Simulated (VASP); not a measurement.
**AlNi3: single point with PBE**

The system is AlNi3.

```
Al Ni
1.0
     3.35031    0.00000    0.00000
     0.00000    3.35031    0.00000
     0.00000    0.00000    3.35031
Al Ni
1 3
Direct
  0.00000 0.00000 0.00000
  0.00000 0.50000 0.50000
  0.50000 0.00000 0.50000
  0.50000 0.50000 0.00000
```

```
Program                : VASP 6.6.1
Task                   : single point
Functional             : PBE
Potentials or basis    : VASP PAW PBE potentials, release 64 (Al, Ni)
Cutoff                 : 520 eV
k mesh                 : 10 × 10 × 10
Occupations            : fermi-dirac, width 0.03 eV
Spin                   : collinear spin, ferromagnetic start
Starting moments       : [0.0, 1.5, 1.5, 1.5] μB
Dipole correction      : no
Further INCAR settings : ALGO = Normal; EDIFF = 1e-07; NBANDS = 28
```

```json
{
  "Pressure": "51.8 GPa",
  "Net moment": "0.26 μB per cell",
  "Site moments": "Al -0.00; Ni +0.09 μB",
  "Valence electrons inside the program's atomic spheres": "Al 0.92; Ni 9.78"
}
```

Levels at points of the mesh, in eV from the Fermi level:
Spin up:
```tsv
k point	band 15	band 16	band 17	band 18	band 19	band 20
(0.00, 0.00, 0.00)	0.17	0.17	0.94	0.94	0.94	7.68
(0.50, 0.00, 0.00)	-1.18	-0.50	0.17	6.26	6.26	6.55
(0.50, 0.50, 0.00)	-1.09	-1.03	-0.65	1.27	1.27	9.12
(0.50, 0.50, 0.50)	-1.23	-0.44	-0.09	-0.09	-0.09	4.73
```
Spin down:
```csv
k point,band 13,band 14,band 15,band 16,band 17,band 18,band 19,band 20
"(0.00, 0.00, 0.00)",-0.03,0.32,0.32,0.32,0.93,0.93,0.93,7.72
"(0.50, 0.00, 0.00)",-1.27,-1.27,-1.09,-0.43,0.33,6.28,6.28,6.57
"(0.50, 0.50, 0.00)",-1.49,-1.37,-1.02,-0.88,-0.60,1.38,1.38,9.14
"(0.50, 0.50, 0.50)",-1.51,-1.17,-1.17,-0.45,0.05,0.05,0.05,4.77
```

Run time: 77 s on 1 thread of Intel(R) Xeon(R) 6975P-C (Granite Rapids), with other jobs on the host, peak memory 0.23 GiB.

Caveat: the cell stands under pressure.
